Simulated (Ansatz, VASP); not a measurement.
## SiC: VASP beside Ansatz

The input INCAR:

```
  PREC = Accurate
  ENCUT = 520
  EDIFF = 1E-6
  ISMEAR = 0
  SIGMA = 0.02
  LREAL = False
  LASPH = True
  NELM = 80
  ALGO = Normal
  ISIF = 2
  LWAVE = False
  LCHARG = False
  GGA = PE
  NBANDS = 11
```

File KPOINTS:

```
regular mesh
0
Gamma
  12 12 12
```

POSCAR

```
SiC
1.0
    1.5491933272      0.8944271845      3.6368493038
   -1.5491933272      0.8944271845      3.6368493038
    0.0000000000     -1.7888543689      3.6368493038
Si C
1 1
Direct
    0.1653492805      0.1653492805      0.1653492805
    0.8347094611      0.8347094611      0.8347094611
```

Input for Ansatz:

```yaml
crystal:
  lattice:
    - [1.5491933272, 0.8944271845, 3.6368493038]
    - [-1.5491933272, 0.8944271845, 3.6368493038]
    - [0.0, -1.7888543689, 3.6368493038]
  atoms:
    - { symbol: Si, position: [0.1653492805, 0.1653492805, 0.1653492805] }
    - { symbol: C, position: [0.8347094611, 0.8347094611, 0.8347094611] }
basis:
  ecutwfc: 420
kpoints:
  mp_grid: { grid: [12, 12, 12] }
  band_path:
    path:
      - [[0.0, 0.0, 0.0], [-0.5, -0.5, -0.5], [-0.5, -0.20698923, -0.79301077]]
      - [[-0.20698923, 0.20698923, -0.5], [0.0, 0.0, -0.5], [0.0, 0.0, 0.0], [0.0, 0.35349461, -0.35349461]]
      - [[-0.35349461, 0.0, -0.64650539], [-0.5, 0.0, -0.5], [0.0, 0.0, 0.0]]
    npoints: 14
hamiltonian:
  xc: pbe
scf:
  occupations: { method: gaussian, width: 0.02 }
  n_extra_bands: 6
output:
  forces: true
  stress: true
  eigenvalues: true
  populations: true
  dos: { projected: true, de: 0.02, nscf_kmesh: { grid: [18, 18, 18] } }
  bader: true
  write_density: true
  write_potential: true
  elf: true
  volumetric_format: npy
```

Alike in both runs: task single point; functional PBE; k mesh 12 × 12 × 12; occupations gaussian, width 0.02 eV; no spin polarisation.

|  | VASP | Ansatz |
| --- | --- | --- |
| version | VASP 6.6.1 | Ansatz 0.2.0 |
| potentials or method | VASP PAW PBE potentials, release 64 (Si, C), cutoff 520 eV | scalar-relativistic, plane waves, PAW |
| valence electrons in the cell | 8 | 8 |

|  | VASP | Ansatz | Ansatz less VASP |
| --- | --- | --- | --- |
| gap on the k mesh at the Fermi level (eV) | 1.77 | 1.78 | +0.007 |
| least direct gap on the mesh (eV) | 2.66 | 2.67 | +0.009 |
| pressure (GPa) | 0.0 | 0.0 | +0.06 |
| traceless stress, the component that is largest in VASP (GPa) | 0.05 | 0.00 | -0.052 |
